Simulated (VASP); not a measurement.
# WAuO4 (P-1) in VASP: single point with r2SCAN

Aim: the single point of WAuO4 with r2SCAN.

Program: VASP 6.6.1. These are calculated values, not measurements. Logs are shortened: lines on timing, memory, paths and dates and some standing lists are left out, and cuts for length are marked.

### 1 The cell of the first run

The typed cell holds 12 atoms: a = 4.825 Å, b = 5.988 Å, c = 5.007 Å, α = 91.63°, β = 92.44°, γ = 82.79°.

### 2 Single point, r2SCAN

Input file POSCAR:

```
WAuO4
1.0
    4.8251019000      0.0000000000      0.0000000000
    0.7515869600      5.9410787900      0.0000000000
   -0.2131656100     -0.1165999100      5.0012610700
Au W O
2 2 8
Direct
    0.4962000000      0.6621000000      0.2362000000
    0.5038000000      0.3379000000      0.7638000000
    0.0166000000      0.1745000000      0.2670000000
    0.9834000000      0.8255000000      0.7330000000
    0.2481000000      0.3556000000      0.4171000000
    0.7519000000      0.6444000000      0.5829000000
    0.2243000000      0.8769000000      0.4324000000
    0.7757000000      0.1231000000      0.5676000000
    0.7293000000      0.3859000000      0.0956000000
    0.2707000000      0.6141000000      0.9044000000
    0.7845000000      0.9036000000      0.0512000000
    0.2155000000      0.0964000000      0.9488000000
```

Input file INCAR.step1:

```
SYSTEM = WAuO4
PREC = Accurate
ENCUT = 520
ISMEAR = 1
SIGMA = 0.0326
LREAL = .FALSE.
LASPH = .TRUE.
NELM = 100
NBANDS = 61
GGA = PE
ALGO = Normal
EDIFF = 1E-4
LWAVE = .TRUE.
LCHARG = .FALSE.
```

Input file INCAR.step2:

```
SYSTEM = WAuO4
PREC = Accurate
ENCUT = 520
EDIFF = 1E-6
ISMEAR = 1
SIGMA = 0.0326
LREAL = .FALSE.
LASPH = .TRUE.
NELM = 100
ALGO = Normal
ISIF = 2
LWAVE = .FALSE.
LCHARG = .FALSE.
METAGGA = R2SCAN
LMIXTAU = .TRUE.
NBANDS = 61
ISTART = 1
```

Input file KPOINTS:

```
regular mesh
0
G
  4 3 4
  0 0 0
```

Potentials or basis: VASP PAW PBE potentials, release 64 (Au, W_sv, O).

Launch:

```console
$ cat potpaw_PBE.64/Au/POTCAR potpaw_PBE.64/W_sv/POTCAR potpaw_PBE.64/O/POTCAR > POTCAR
$ cp INCAR.step1 INCAR
$ mpirun -np 1 vasp_std > vasp.out
$ cp INCAR.step2 INCAR
$ mpirun -np 1 vasp_std > vasp.out
```

OUTCAR:

```text
SYSTEM = WAuO4
   PREC = Accurate
   ENCUT = 520
   EDIFF = 1E-6
   ISMEAR = 1
   LREAL = .FALSE.
   LASPH = .TRUE.
   NELM = 100
   ISIF = 2
   METAGGA = R2SCAN
   ISTART = 1

 ion  position               nearest neighbor table
   1  0.496  0.662  0.236-  10 1.98   7 1.99   9 2.01   6 2.08  11 2.36   5 2.52   2 3.02   2 3.32
                             4 3.53
   2  0.504  0.338  0.764-   9 1.98   8 1.99  10 2.01   5 2.08  12 2.36   6 2.52   1 3.02   1 3.32
                             3 3.53
   3  0.017  0.175  0.267-   5 1.78  12 1.91   9 1.94   8 1.99   7 2.11  11 2.30   4 3.20   4 3.36
                             2 3.53
   4  0.983  0.825  0.733-   6 1.78  11 1.91  10 1.94   7 1.99   8 2.11  12 2.30   3 3.20   3 3.36
                             1 3.53
   5  0.248  0.356  0.417-   3 1.78   2 2.08   1 2.52
   6  0.752  0.644  0.583-   4 1.78   1 2.08   2 2.52
   7  0.224  0.877  0.432-   1 1.99   4 1.99   3 2.11
   8  0.776  0.123  0.568-   2 1.99   3 1.99   4 2.11
   9  0.729  0.386  0.096-   3 1.94   2 1.98   1 2.01
  10  0.271  0.614  0.904-   4 1.94   1 1.98   2 2.01
  11  0.785  0.904  0.051-   4 1.91   3 2.30   1 2.36
  12  0.215  0.096  0.949-   3 1.91   4 2.30   2 2.36

  LATTYP: Found a triclinic cell.
 ALAT       =     4.8251019000
 B/A-ratio  =     1.4929150617
 C/A-ratio  =     1.0377313720
 COS(alpha) =     0.0048685708
 COS(beta)  =     0.0425721619
 COS(gamma) =     0.5654936394

  Lattice vectors:

 A1 = (   4.8251019000,   0.0000000000,   0.0000000000)
 A2 = (   4.0735149400,  -5.9410787900,   0.0000000000)
 A3 = (   0.2131656100,   0.1165999100,  -5.0012610700)

Analysis of symmetry for initial positions (statically):
=====================================================================
 Subroutine PRICEL returns:
 Original cell was already a primitive cell.

 Routine SETGRP: Setting up the symmetry group for a
 triclinic supercell.

 Subroutine GETGRP returns: Found  2 space group operations
 (whereof  2 operations were pure point group operations)
 out of a pool of  2 trial point group operations.

The static configuration has the point symmetry S_2 .

Analysis of symmetry for dynamics (positions and initial velocities):
=====================================================================
 Subroutine PRICEL returns:
 Original cell was already a primitive cell.

 Routine SETGRP: Setting up the symmetry group for a
 triclinic supercell.

 Subroutine GETGRP returns: Found  2 space group operations
 (whereof  2 operations were pure point group operations)
 out of a pool of  2 trial point group operations.

The dynamic configuration has the point symmetry S_2 .

 Subroutine INISYM returns: Found  2 space group operations
 (whereof  2 operations are pure point group operations),
 and found     1 'primitive' translations

----------------------------------------------------------------------------------------

                                     Primitive cell

  volume of cell :     143.3677

  direct lattice vectors                    reciprocal lattice vectors
     4.825101900  0.000000000  0.000000000     0.207249509 -0.026218475  0.008222205
     0.751586960  5.941078790  0.000000000     0.000000000  0.168319599  0.003924220
    -0.213165610 -0.116599910  5.001261070     0.000000000  0.000000000  0.199949570

  length of vectors
     4.825101900  5.988430525  5.007159615     0.209063082  0.168365338  0.199949570

  position of ions in fractional coordinates (direct lattice)
     0.496200000  0.662100000  0.236200000
     0.503800000  0.337900000  0.763800000
     0.016600000  0.174500000  0.267000000
     0.983400000  0.825500000  0.733000000
     0.248100000  0.355600000  0.417100000
     0.751900000  0.644400000  0.582900000
     0.224300000  0.876900000  0.432400000
     0.775700000  0.123100000  0.567600000
     0.729300000  0.385900000  0.095600000
     0.270700000  0.614100000  0.904400000
     0.784500000  0.903600000  0.051200000
     0.215500000  0.096400000  0.948800000

  ion indices of the primitive-cell ions
   primitive index   ion index
                 1           1
                 2           2
                 3           3
                 4           4
                 5           5
                 6           6
                 7           7
                 8           8
                 9           9
                10          10
                11          11
                12          12

----------------------------------------------------------------------------------------

 KPOINTS: regular mesh

Automatic generation of k-mesh.
 Grid dimensions read from file:
 generate k-points for:    4    3    4

 Generating k-lattice:

  Cartesian coordinates                     Fractional coordinates (reciprocal lattice)
     0.051812377 -0.006554619  0.002055551     0.250000000  0.000000000 -0.000000000
     0.000000000  0.056106533  0.001308073     0.000000000  0.333333333 -0.000000000
     0.000000000  0.000000000  0.049987392     0.000000000  0.000000000  0.250000000

  Length of vectors
     0.052265770  0.056121779  0.049987392

  Shift w.r.t. Gamma in fractional coordinates (k-lattice)
     0.000000000  0.000000000  0.000000000

 Subroutine IBZKPT returns following result:
 ===========================================

 Found     26 irreducible k-points:

 Following reciprocal coordinates:
            Coordinates               Weight
  0.000000  0.000000  0.000000      1.000000
  0.250000  0.000000  0.000000      2.000000
  0.500000  0.000000  0.000000      1.000000
  0.000000  0.333333  0.000000      2.000000
  0.250000  0.333333  0.000000      2.000000
  0.500000  0.333333  0.000000      2.000000
[... 16 lines left out ...]
  0.000000  0.333333  0.500000      2.000000
  0.250000  0.333333  0.500000      2.000000
 [... further k-points ...]
   k-points           NKPTS =     26   k-points in BZ     NKDIM =     26   number of bands    NBANDS=     61
   number of dos      NEDOS =    301   number of ions     NIONS =     12
   total plane-waves  NPLWV =  69120
   dimension x,y,z NGX =    36 NGY =   48 NGZ =   40
   dimension x,y,z NGXF=    72 NGYF=   96 NGZF=   80
   ions per type =               2   2   8
   NGX,Y,Z   is equivalent  to a cutoff of  12.40, 13.33, 13.28 a.u.
   NGXF,Y,Z  is equivalent  to a cutoff of  24.81, 26.65, 26.56 a.u.
 SYSTEM =  WAuO4
   PREC   = accura    normal or accurate (medium, high low for compatibility)
   ISTART =      1    job   : 0-new  1-cont  2-samecut
   ICHARG =      0    charge: 1-file 2-atom 10-const
   ISPIN  =      1    spin polarized calculation?
   LNONCOLLINEAR =      F non collinear calculations
   LSORBIT =      F    spin-orbit coupling
   LASPH  =      T    aspherical Exc in radial PAW
   ENCUT  =  520.0 eV  38.22 Ry    6.18 a.u.   8.97 11.13  9.31*2*pi/ulx,y,z
   NELM   =    100;   NELMIN=  2; NELMDL=  0     # of ELM steps
   EDIFF  = 0.1E-05   stopping-criterion for ELM
   LREAL  =      F    real-space projection
   EDIFFG = 0.1E-04   stopping-criterion for IOM
   NSW    =      0    number of steps for IOM
   IBRION =     -1    ionic relax: 0-MD 1-quasi-New 2-CG
   NFREE  =      0    steps in history (QN), initial steepest desc. (CG)
   ISIF   =      2    stress and relaxation
   ISYM   =      2    0-nonsym 1-usesym 2-fastsym
   POTIM  = 0.5000    time-step for ionic-motion
   TEBEG  =    0.0;   TEEND  =   0.0 temperature during run
   PSTRESS=    0.0 pullay stress
   NELECT =      98.0000    total number of electrons
   NUPDOWN=      -1.0000    fix difference up-down
   EMIN   =  10.00;   EMAX   =-10.00  energy-range for DOS
   EFERMI =   0.00;   METHOD = LEGACY
   ISMEAR =     1;   SIGMA  =   0.03  broadening in eV -4-tet -1-fermi 0-gaus
   EFERMI_NEDOS =   21; number of points for ismear=-14 and -15
   IALGO  =     38    algorithm
   IMIX   =      4    mixing-type and parameters
     AMIX     =   0.40;   BMIX     =  1.00
     AMIX_MAG =   1.60;   BMIX_MAG =  1.00
  volume/ion in A,a.u.               =      11.95        80.62
  Fermi-wavevector in a.u.,A,eV,Ry     =   1.442115  2.725201 28.295958  2.079694
  Thomas-Fermi vector in A             =   2.560671
   LORBIT       =      0    0 simple, 1 ext, 2 COOP (PROOUT), +10 PAW based schemes
   METAGGA = R2SCAN    functional components
   LHFCALC =     F    Hartree Fock is set to
   AEXX    =    0.0000 exact exchange contribution
   IVDW    =     0    specifies the selected vdW correction
   LEPSILON=     F    determine dielectric tensor
   LRPA    =     F    only Hartree local field effects (RPA)
 non-spin polarized calculation
 Methfessel and Paxton  Order N= 1 SIGMA  =   0.03
  energy-cutoff  :      520.00
  volume of cell :      143.37
 maximum number of plane-waves:      3887
   NGX = 17   NGY = 23   NGZ = 19

 number of electron      98.0000001 magnetization

 Free energy of the ion-electron system (eV)
  ---------------------------------------------------
  ext. energy  EPLUGINS =         0.00000000
  ---------------------------------------------------
  free energy    TOTEN  =      -266.32661235 eV

  energy without entropy =     -266.32663668  energy(sigma->0) =     -266.32662046

 E-fermi :   5.9068     XC(G=0): -12.1498

 val. band max:        5.8917952681   @ k =   0.5000   0.3333   0.5000
 cond. band min:       5.9114471343   @ k =   0.5000   0.3333   0.0000
 fundamental gap:      0.0196518662
 Fermi energy:         5.9067932647

 k-point     1 :       0.0000    0.0000    0.0000
  band No.  band energies     occupation
      1     -72.3241      2.00000
      2     -72.3174      2.00000
      3     -35.9865      2.00000
      4     -35.9647      2.00000
      5     -35.8790      2.00000
      6     -35.8134      2.00000
[... 53 lines left out ...]
     60      11.8178      0.00000
     61      12.3467      0.00000

 k-point     2 :       0.2500    0.0000    0.0000
  band No.  band energies     occupation
      1     -72.3241      2.00000
      2     -72.3174      2.00000
      3     -35.9867      2.00000
      4     -35.9653      2.00000
      5     -35.8790      2.00000
      6     -35.8136      2.00000
[... 1406 lines left out ...]
      5     -35.8723      2.00000
      6     -35.8409      2.00000
[... 53 lines left out ...]
     60      12.2612      0.00000
     61      12.9693      0.00000

 [... further k-points ...]
[... 5 lines left out ...]
  --------------------------------------------------------------------------------------
  -------------------------------------------------------------------------------------
  Total        6.2396729      7.1841283      4.9178479      0.9430024      3.0097184      0.7174395
  in kB       69.7302267     80.2848010     54.9584343     10.5383368     33.6345112      8.0176029
  external PRESSURE =      68.3244873 kB  Pullay stress =       0.0000000 kB

 VOLUME and BASIS-vectors are now :
 -----------------------------------------------------------------------------
  energy-cutoff  :      520.00
  volume of cell :      143.37
      direct lattice vectors                 reciprocal lattice vectors
     4.825101900  0.000000000  0.000000000     0.207249509 -0.026218475  0.008222205
     0.751586960  5.941078790  0.000000000     0.000000000  0.168319599  0.003924220
    -0.213165610 -0.116599910  5.001261070     0.000000000  0.000000000  0.199949570

 POSITION                                       TOTAL-FORCE (eV/Angst)
 -----------------------------------------------------------------------------------
      2.84149      3.90605      1.18130         0.815863      0.732948      2.106726
      2.52203      1.91843      3.81996        -0.815863     -0.732948     -2.106726
      0.15433      1.00559      1.33534        -0.148086     -1.247929     -2.943301
      5.20919      4.81889      3.66592         0.148086      1.247929      2.943301
      1.37546      2.06401      2.08603        -0.829754     -0.504556      0.025087
      3.98806      3.76047      2.91524         0.829754      0.504556     -0.025087
      1.64916      5.15931      2.16255        -1.675204      2.052677      0.718131
      3.71436      0.66516      2.83872         1.675204     -2.052677     -0.718131
      3.78861      2.28152      0.47812         2.817918     -1.891073      1.750527
      1.57492      3.54296      4.52314        -2.817918      1.891073     -1.750527
      4.45351      5.36239      0.25606         1.934248      0.653858     -1.663028
      0.91001      0.46209      4.74520        -1.934248     -0.653858      1.663028
 -----------------------------------------------------------------------------------
    total drift:                                0.000000     -0.000000      0.000000

  FREE ENERGIE OF THE ION-ELECTRON SYSTEM (eV)
  ---------------------------------------------------
  free  energy   TOTEN  =      -266.3266123484 eV

  energy  without entropy=     -266.3266366789  energy(sigma->0) =     -266.32662046
```

Run time: 12 min. Hardware: 1 thread of Intel Xeon Platinum 8259CL at 2.50GHz (Skylake/Cascade Lake), shared host; peak memory 0.39 GiB.

What came out:

```yaml
Free_energy: -266.3266 eV
Pressure: 6.8 GPa
Largest_force: 3.819 eV/Å
Band_gap_on_the_k_mesh: zero (bands 49 and 50 overlap by 0.22 eV)
```

Forces in eV/Å, atoms in the order of the input:
```
Au   0.816  0.733  2.107
Au  -0.816 -0.733 -2.107
W   -0.148 -1.248 -2.943
W    0.148  1.248  2.943
O   -0.830 -0.505  0.025
O    0.830  0.505 -0.025
O   -1.675  2.053  0.718
O    1.675 -2.053 -0.718
O    2.818 -1.891  1.751
O   -2.818  1.891 -1.751
O    1.934  0.654 -1.663
O   -1.934 -0.654  1.663
```

Stress tensor (GPa, compression positive):
```
6.97 1.05 0.80
1.05 8.03 3.36
0.80 3.36 5.50
```

Levels at points of the mesh, in eV from the Fermi level:
```tsv
k point	band 45	band 46	band 47	band 48	band 49	band 50	band 51	band 52	band 53	band 54
(0.00, 0.00, 0.00)	-2.28	-2.17	-1.99	-0.87	-0.71	0.22	1.41	1.63	2.11	2.11
(0.50, 0.00, 0.00)	-2.09	-2.05	-1.33	-1.22	-0.43	0.50	1.42	1.42	1.94	2.33
(0.00, 0.00, 0.50)	-2.29	-2.05	-1.87	-0.88	-0.16	0.55	1.25	1.79	1.91	1.99
(0.50, 0.00, 0.50)	-2.01	-1.83	-1.44	-1.15	-0.14	0.36	1.38	1.57	1.97	2.36
```

Caveat: the cell stands under pressure; the PAW data sets were made with another functional, which shifts forces and pressure a little; spin-orbit coupling is left out, which moves the levels of the heavy elements.
